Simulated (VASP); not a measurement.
# Al2O3 (R-3c) in VASP: further runs, part 2 of 2

VASP 6.6.1.

**3. Single point, PBE (epitaxial xy strain +1.0%)**

Input file INCAR:

```
SYSTEM = Al2O3
PREC = Accurate
ENCUT = 520
EDIFF = 1E-7
ISMEAR = -1
SIGMA = 0.02
LREAL = .False.
LASPH = .True.
NELM = 80
ALGO = Normal
ISIF = 2
LWAVE = .False.
LCHARG = .False.
GGA = PE
NBANDS = 35
```

Input file KPOINTS:

```
regular mesh
0
Gamma
  6 6 6
  0 0 0
```

Input file POSCAR:

```
Al2O3
1.0
    2.4031550271      1.3874622018      4.3115068004
   -2.4031550271      1.3874622018      4.3115068004
    0.0000000000     -2.7749244036      4.3115068004
Al O
4 6
Direct
    0.8524228138      0.8524228138      0.8524228138
    0.3524228138      0.3524228138      0.3524228138
    0.1475771862      0.1475771862      0.1475771862
    0.6475771862      0.6475771862      0.6475771862
    0.4442193780      0.0557806220      0.7500000000
    0.0557806220      0.7500000000      0.4442193780
    0.5557806220      0.9442193780      0.2500000000
    0.2500000000      0.5557806220      0.9442193780
    0.9442193780      0.2500000000      0.5557806220
    0.7500000000      0.4442193780      0.0557806220
```

Potentials or basis: VASP PAW PBE potentials, release 64 (Al, O).

Command:

```sh
cat potpaw_PBE.64/Al/POTCAR potpaw_PBE.64/O/POTCAR > POTCAR
mpirun -np 1 vasp_std > vasp.out
```

OUTCAR:

```text
SYSTEM = Al2O3
   PREC = Accurate
   ENCUT = 520
   EDIFF = 1E-7
   ISMEAR = -1
   LREAL = .False.
   LASPH = .True.
   NELM = 80
   ISIF = 2
   GGA = PE

 ion  position               nearest neighbor table
   1  0.852  0.852  0.852-   9 1.87   7 1.87   8 1.87  10 1.98   6 1.98   5 1.98   4 2.65   3 2.82
                             3 2.82   3 2.82   4 3.23   4 3.23   4 3.23
   2  0.352  0.352  0.352-  10 1.87   5 1.87   6 1.87   9 1.98   8 1.98   7 1.98   3 2.65   4 2.82
                             4 2.82   4 2.82   3 3.23   3 3.23   3 3.23
   3  0.148  0.148  0.148-   6 1.87   5 1.87  10 1.87   8 1.98   9 1.98   7 1.98   2 2.65   1 2.82
                             1 2.82   1 2.82   2 3.23   2 3.23   2 3.23
   4  0.648  0.648  0.648-   8 1.87   7 1.87   9 1.87   6 1.98  10 1.98   5 1.98   1 2.65   2 2.82
                             2 2.82   2 2.82   1 3.23   1 3.23   1 3.23
   5  0.444  0.056  0.750-   2 1.87   3 1.87   1 1.98   4 1.98
   6  0.056  0.750  0.444-   3 1.87   2 1.87   4 1.98   1 1.98
   7  0.556  0.944  0.250-   1 1.87   4 1.87   3 1.98   2 1.98
   8  0.250  0.556  0.944-   4 1.87   1 1.87   3 1.98   2 1.98
   9  0.944  0.250  0.556-   1 1.87   4 1.87   2 1.98   3 1.98
  10  0.750  0.444  0.056-   2 1.87   3 1.87   1 1.98   4 1.98

  LATTYP: Found a trigonal (rhomboedric) cell.
 ALAT       =     5.1273088785
 COS(alpha) =     0.5606459747

  Lattice vectors:

 A1 = (   2.4031550271,   1.3874622018,   4.3115068004)
 A2 = (  -2.4031550271,   1.3874622018,   4.3115068004)
 A3 = (   0.0000000000,  -2.7749244036,   4.3115068004)

Analysis of symmetry for initial positions (statically):
=====================================================================
 Subroutine PRICEL returns:
 Original cell was already a primitive cell.

 Routine SETGRP: Setting up the symmetry group for a
 trigonal (rhombohedral) supercell.

 Subroutine GETGRP returns: Found 12 space group operations
 (whereof  6 operations were pure point group operations)
[... 161 lines left out ...]
   AEXX    =    0.0000 exact exchange contribution
   IVDW    =     0    specifies the selected vdW correction
   LEPSILON=     F    determine dielectric tensor
   LRPA    =     F    only Hartree local field effects (RPA)
 non-spin polarized calculation
  energy-cutoff  :      520.00
  volume of cell :       86.25
 maximum number of plane-waves:      2335
 NGX is ok and might be reduce to    40
   NGX = 19   NGY = 19   NGZ = 19

 number of electron      48.0000007 magnetization

 Free energy of the ion-electron system (eV)
  ---------------------------------------------------
  ext. energy  EPLUGINS =         0.00000000
  ---------------------------------------------------
  free energy    TOTEN  =       -74.78429375 eV

  energy without entropy =      -74.78429375  energy(sigma->0) =      -74.78429375

 E-fermi :   6.5075     XC(G=0): -11.6158

 val. band max:        6.0576271013   @ k =   0.0000   0.0000   0.0000
 cond. band min:      11.9886305200   @ k =   0.0000   0.0000   0.0000
 fundamental gap:      5.9310034187
 Fermi energy:         6.5074641415

 k-point     1 :       0.0000    0.0000    0.0000
  band No.  band energies     occupation
      1     -13.1507      2.00000
      2     -10.8145      2.00000
      3     -10.6153      2.00000
      4     -10.6153      2.00000
      5     -10.2910      2.00000
      6     -10.2910      2.00000
[... 901 lines left out ...]
     34      19.2860      0.00000
     35      19.3759      0.00000

 [... further k-points ...]

------------------------ aborting loop because EDIFF is reached ----------------------------------------

  FORCE on cell =-STRESS in cart. coord.  units (eV):
  Direction    XX          YY          ZZ          XY          YZ          ZX
  --------------------------------------------------------------------------------------
  -------------------------------------------------------------------------------------
  Total        0.9586380      0.9586380      3.6207644      0.0000000      0.0000000     -0.0000000
  in kB       17.8066391     17.8066391     67.2554641      0.0000000      0.0000000     -0.0000000
  external PRESSURE =      34.2895807 kB  Pullay stress =       0.0000000 kB

 VOLUME and BASIS-vectors are now :
 -----------------------------------------------------------------------------
  energy-cutoff  :      520.00
  volume of cell :       86.25
      direct lattice vectors                 reciprocal lattice vectors
     2.403155027  1.387462202  4.311506800     0.208059819  0.120123393  0.077312492
    -2.403155027  1.387462202  4.311506800    -0.208059819  0.120123393  0.077312492
     0.000000000 -2.774924404  4.311506800     0.000000000 -0.240246785  0.077312492

 POSITION                                       TOTAL-FORCE (eV/Angst)
 -----------------------------------------------------------------------------------
      0.00000      0.00000     11.02568         0.000000      0.000000      0.039857
      0.00000      0.00000      4.55842         0.000000      0.000000      0.039857
      0.00000      0.00000      1.90884         0.000000     -0.000000     -0.039857
      0.00000      0.00000      8.37610         0.000000      0.000000     -0.039857
      0.93348     -1.38746      5.38938        -0.021661     -0.000000      0.000000
     -1.66832     -0.11469      5.38938         0.010831      0.018759     -0.000000
     -0.93348      1.38746      7.54514         0.021661      0.000000     -0.000000
     -0.73484     -1.50215      7.54514        -0.010831      0.018759     -0.000000
      1.66832      0.11469      7.54514        -0.010831     -0.018759     -0.000000
      0.73484      1.50215      5.38938         0.010831     -0.018759     -0.000000
 -----------------------------------------------------------------------------------
    total drift:                               -0.000000     -0.000000      0.000000

  FREE ENERGIE OF THE ION-ELECTRON SYSTEM (eV)
  ---------------------------------------------------
  free  energy   TOTEN  =       -74.7842937514 eV

  energy  without entropy=      -74.7842937514  energy(sigma->0) =      -74.78429375
```

Run time: 1.9 min. Hardware: 1 thread of Intel Xeon 6975P-C, shared host; peak memory 0.26 GiB.

Results:

```
Free energy            : -74.7843 eV
Pressure               : 3.4 GPa
Largest force          : 0.040 eV/Å
Band gap on the k mesh : 5.93 eV, direct
```

Forces on the atoms (eV/Å):
```
Al   0.000  0.000  0.040
Al   0.000  0.000  0.040
Al   0.000  0.000 -0.040
Al   0.000  0.000 -0.040
O   -0.022  0.000  0.000
O    0.011  0.019  0.000
O    0.022  0.000  0.000
O   -0.011  0.019  0.000
O   -0.011 -0.019  0.000
O    0.011 -0.019  0.000
```

Stress tensor (GPa, compression positive):
```
1.78 0.00 0.00
0.00 1.78 0.00
0.00 0.00 6.73
```

Caveat: the cell differs from its parent crystal (epitaxial xy strain +1.0%).

**4. Single point, PBE (epitaxial xy strain +2.0%)**

Input file INCAR:

```
PREC     = Accurate       # precision mode
ENCUT    = 520            # plane-wave cutoff, eV
EDIFF    = 1E-6           # SCF threshold, eV
ISMEAR   = -1             # smearing method
SIGMA    = 0.02           # smearing width, eV
LREAL    = False          # projectors in reciprocal space
LASPH    = True           # aspherical terms in the spheres
NELM     = 100            # most SCF steps
ALGO     = Normal         # electronic algorithm
ISIF     = 2              # what is computed and relaxed
LWAVE    = False          # write WAVECAR
LCHARG   = True           # write CHGCAR
GGA      = PE             # functional
LELF     = True           # ELF
LVHAR    = True         
NBANDS   = 35             # bands
```

Input file KPOINTS:

```
regular mesh
0
Gamma
  6 6 6
```

Input file POSCAR:

```
Al2O3
1.0
    2.4269486412      1.4011994513      4.2917191920
   -2.4269486412      1.4011994513      4.2917191920
    0.0000000000     -2.8023989026      4.2917191920
Al O
4 6
Direct
    0.8529056305      0.8529056305      0.8529056305
    0.3529056305      0.3529056305      0.3529056305
    0.1470943695      0.1470943695      0.1470943695
    0.6470943695      0.6470943695      0.6470943695
    0.4447798271      0.0552201729      0.7500000000
    0.0552201729      0.7500000000      0.4447798271
    0.5552201729      0.9447798271      0.2500000000
    0.2500000000      0.5552201729      0.9447798271
    0.9447798271      0.2500000000      0.5552201729
    0.7500000000      0.4447798271      0.0552201729
```

Potentials or basis: VASP PAW PBE potentials, release 64 (Al, O).

Command:

```sh
cat potpaw_PBE.64/Al/POTCAR potpaw_PBE.64/O/POTCAR > POTCAR
mpirun -np 1 vasp_std > vasp.out
```

OUTCAR:

```text
PREC = Accurate
   ENCUT = 520
   EDIFF = 1E-6
   ISMEAR = -1
   LREAL = False
   LASPH = True
   NELM = 100
   ISIF = 2
   GGA = PE

 ion  position               nearest neighbor table
   1  0.853  0.853  0.853-   9 1.88   7 1.88   8 1.88   6 1.99  10 1.99   5 1.99   4 2.65   3 2.85
                             3 2.85   3 2.85   4 3.25   4 3.25   4 3.25
   2  0.353  0.353  0.353-  10 1.88   5 1.88   6 1.88   9 1.99   8 1.99   7 1.99   3 2.65   4 2.85
                             4 2.85   4 2.85   3 3.25   3 3.25   3 3.25
   3  0.147  0.147  0.147-   6 1.88   5 1.88  10 1.88   9 1.99   8 1.99   7 1.99   2 2.65   1 2.85
                             1 2.85   1 2.85   2 3.25   2 3.25   2 3.25
   4  0.647  0.647  0.647-   8 1.88   7 1.88   9 1.88   6 1.99  10 1.99   5 1.99   1 2.65   2 2.85
                             2 2.85   2 2.85   1 3.25   1 3.25   1 3.25
   5  0.445  0.055  0.750-   2 1.88   3 1.88   1 1.99   4 1.99
   6  0.055  0.750  0.445-   3 1.88   2 1.88   1 1.99   4 1.99
   7  0.555  0.945  0.250-   1 1.88   4 1.88   3 1.99   2 1.99
   8  0.250  0.555  0.945-   4 1.88   1 1.88   3 1.99   2 1.99
   9  0.945  0.250  0.555-   1 1.88   4 1.88   3 1.99   2 1.99
  10  0.750  0.445  0.055-   2 1.88   3 1.88   1 1.99   4 1.99

  LATTYP: Found a trigonal (rhomboedric) cell.
 ALAT       =     5.1256505180
 COS(alpha) =     0.5516128223

  Lattice vectors:

 A1 = (   2.4269486412,   1.4011994513,   4.2917191920)
 A2 = (  -2.4269486412,   1.4011994513,   4.2917191920)
 A3 = (   0.0000000000,  -2.8023989026,   4.2917191920)

Analysis of symmetry for initial positions (statically):
=====================================================================
 Subroutine PRICEL returns:
 Original cell was already a primitive cell.

 Routine SETGRP: Setting up the symmetry group for a
 trigonal (rhombohedral) supercell.

 Subroutine GETGRP returns: Found 12 space group operations
 (whereof  6 operations were pure point group operations)
 out of a pool of 12 trial point group operations.

The static configuration has the point symmetry S_6 .
[... 154 lines left out ...]
  Thomas-Fermi vector in A             =   2.468166
   LORBIT       =      0    0 simple, 1 ext, 2 COOP (PROOUT), +10 PAW based schemes
   GGA     = PE    functional components
   LHFCALC =     F    Hartree Fock is set to
   AEXX    =    0.0000 exact exchange contribution
   IVDW    =     0    specifies the selected vdW correction
   LEPSILON=     F    determine dielectric tensor
   LRPA    =     F    only Hartree local field effects (RPA)
 non-spin polarized calculation
  energy-cutoff  :      520.00
  volume of cell :       87.57
 maximum number of plane-waves:      2380
 NGX is ok and might be reduce to    40
   NGX = 19   NGY = 19   NGZ = 19

 number of electron      48.0000000 magnetization

 Free energy of the ion-electron system (eV)
  ---------------------------------------------------
  ext. energy  EPLUGINS =         0.00000000
  ---------------------------------------------------
  free energy    TOTEN  =       -74.76041579 eV

  energy without entropy =      -74.76041579  energy(sigma->0) =      -74.76041579

 E-fermi :   6.4497     XC(G=0): -11.5445

 val. band max:        5.9745541241   @ k =   0.0000   0.0000   0.0000
 cond. band min:      11.5992297341   @ k =   0.0000   0.0000   0.0000
 fundamental gap:      5.6246756100
 Fermi energy:         6.4497291961

 k-point     1 :       0.0000    0.0000    0.0000
  band No.  band energies     occupation
      1     -13.1942      2.00000
      2     -10.8588      2.00000
      3     -10.7389      2.00000
      4     -10.7389      2.00000
      5     -10.4085      2.00000
      6     -10.4085      2.00000
[... 901 lines left out ...]
     34      18.9927      0.00000
     35      19.0344      0.00000

 [... further k-points ...]
[... 5 lines left out ...]
  --------------------------------------------------------------------------------------
  -------------------------------------------------------------------------------------
  Total       -1.9887024     -1.9887024      3.5266367      0.0000000      0.0000000      0.0000000
  in kB      -36.3862492    -36.3862492     64.5250299      0.0000000      0.0000000      0.0000000
  external PRESSURE =      -2.7491562 kB  Pullay stress =       0.0000000 kB

 VOLUME and BASIS-vectors are now :
 -----------------------------------------------------------------------------
  energy-cutoff  :      520.00
  volume of cell :       87.57
      direct lattice vectors                 reciprocal lattice vectors
     2.426948641  1.401199451  4.291719192     0.206020017  0.118945712  0.077668952
    -2.426948641  1.401199451  4.291719192    -0.206020017  0.118945712  0.077668952
     0.000000000 -2.802398903  4.291719192     0.000000000 -0.237891424  0.077668952

 POSITION                                       TOTAL-FORCE (eV/Angst)
 -----------------------------------------------------------------------------------
      0.00000      0.00000     10.98129        -0.000000      0.000000      0.045919
      0.00000      0.00000      4.54372        -0.000000     -0.000000      0.045919
      0.00000      0.00000      1.89386        -0.000000     -0.000000     -0.045919
      0.00000      0.00000      8.33144        -0.000000     -0.000000     -0.045919
      0.94544     -1.40120      5.36465        -0.023185      0.000000     -0.000000
     -1.68619     -0.11818      5.36465         0.011592      0.020078     -0.000000
     -0.94544      1.40120      7.51051         0.023185     -0.000000      0.000000
     -0.74075     -1.51938      7.51051        -0.011592      0.020078     -0.000000
      1.68619      0.11818      7.51051        -0.011592     -0.020078     -0.000000
      0.74075      1.51938      5.36465         0.011592     -0.020078     -0.000000
 -----------------------------------------------------------------------------------
    total drift:                                0.000000      0.000000     -0.000000

  FREE ENERGIE OF THE ION-ELECTRON SYSTEM (eV)
  ---------------------------------------------------
  free  energy   TOTEN  =       -74.7604157888 eV

  energy  without entropy=      -74.7604157888  energy(sigma->0) =      -74.76041579
```

OSZICAR:

```text
N       E                     dE             d eps       ncg     rms          rms(c)
DAV:   1     0.226026569236E+03    0.22603E+03   -0.25249E+04  2248   0.130E+03
DAV:   2    -0.697170889677E+02   -0.29574E+03   -0.28391E+03  2894   0.283E+02
DAV:   3    -0.826715176956E+02   -0.12954E+02   -0.12906E+02  2869   0.605E+01
DAV:   4    -0.827723272255E+02   -0.10081E+00   -0.10075E+00  2776   0.616E+00
DAV:   5    -0.827735330597E+02   -0.12058E-02   -0.12056E-02  2844   0.674E-01    0.174E+01
DAV:   6    -0.746989713745E+02    0.80746E+01   -0.28470E+01  2719   0.284E+01    0.588E+00
DAV:   7    -0.747401311216E+02   -0.41160E-01   -0.80708E-01  2664   0.449E+00    0.327E+00
DAV:   8    -0.747560283105E+02   -0.15897E-01   -0.91085E-02  2693   0.230E+00    0.666E-01
DAV:   9    -0.747597303577E+02   -0.37020E-02   -0.20532E-02  2896   0.769E-01    0.313E-01
DAV:  10    -0.747604538270E+02   -0.72347E-03   -0.91792E-04  2474   0.178E-01    0.801E-02
DAV:  11    -0.747604129736E+02    0.40853E-04   -0.39629E-04  2800   0.113E-01    0.246E-02
DAV:  12    -0.747604164667E+02   -0.34931E-05   -0.22848E-05  2599   0.285E-02    0.634E-03
DAV:  13    -0.747604157888E+02    0.67789E-06   -0.40936E-06  2776   0.111E-02
   1 F= -.74760416E+02 E0= -.74760416E+02  d E =-.252652E-12
```

Run time: 1.9 min. Hardware: 1 thread of Intel Xeon 6975P-C, shared host; peak memory 0.26 GiB.

What came out:

| Quantity | Value |
| --- | --- |
| Free energy | -74.7604 eV |
| Pressure | -0.3 GPa |
| Largest force | 0.046 eV/Å |
| Band gap on the k mesh | 5.62 eV, direct |

Forces in eV/Å, atoms in the order of the input:
```
Al   0.000  0.000  0.046
Al   0.000  0.000  0.046
Al   0.000  0.000 -0.046
Al   0.000  0.000 -0.046
O   -0.023  0.000  0.000
O    0.012  0.020  0.000
O    0.023  0.000  0.000
O   -0.012  0.020  0.000
O   -0.012 -0.020  0.000
O    0.012 -0.020  0.000
```

Stress tensor (GPa, compression positive):
```
-3.64  0.00  0.00
 0.00 -3.64  0.00
 0.00  0.00  6.45
```

Levels at points of the mesh, in eV from the valence-band top:
```
           k point  band 21  band 22  band 23  band 24  band 25  band 26  band 27  band 28
(0.00, 0.00, 0.00)    -0.64    -0.27    -0.27     0.00     5.62     8.52    10.26    10.89
(0.50, 0.00, 0.00)    -1.00    -1.00    -0.36    -0.36     8.88     8.88     9.25     9.25
(0.50, 0.50, 0.00)    -1.15    -1.07    -0.76    -0.35     9.06     9.28     9.31     9.94
(0.50, 0.50, 0.50)    -0.60    -0.60    -0.60    -0.60     8.06     8.06    10.69    10.69
```

Caveat: the cell differs from its parent crystal (epitaxial xy strain +2.0%). A k mesh can miss the band edges.

**5. Overview**

| cell | gap on the mesh (eV) | pressure (GPa) | largest force (eV/Å) |
| --- | --- | --- | --- |
| a = 5.132 Å, angles 54.6°, 10 atoms | 6.45 | 11.7 | 0.03 |
| a = 5.127 Å, angles 55.9°, 10 atoms | 5.93 | 3.4 | 0.04 |
| a = 5.126 Å, angles 56.5°, 10 atoms | 5.62 | -0.3 | 0.05 |

Alike in all rows: task single point; level PBE; potentials or basis VASP PAW PBE potentials, release 64 (Al, O); no spin polarisation; k mesh 6 × 6 × 6; cutoff (eV) 520; smearing fermi-dirac 0.02 eV.

Total energies depend on the potentials used, so only differences within one code and one set of settings carry meaning.
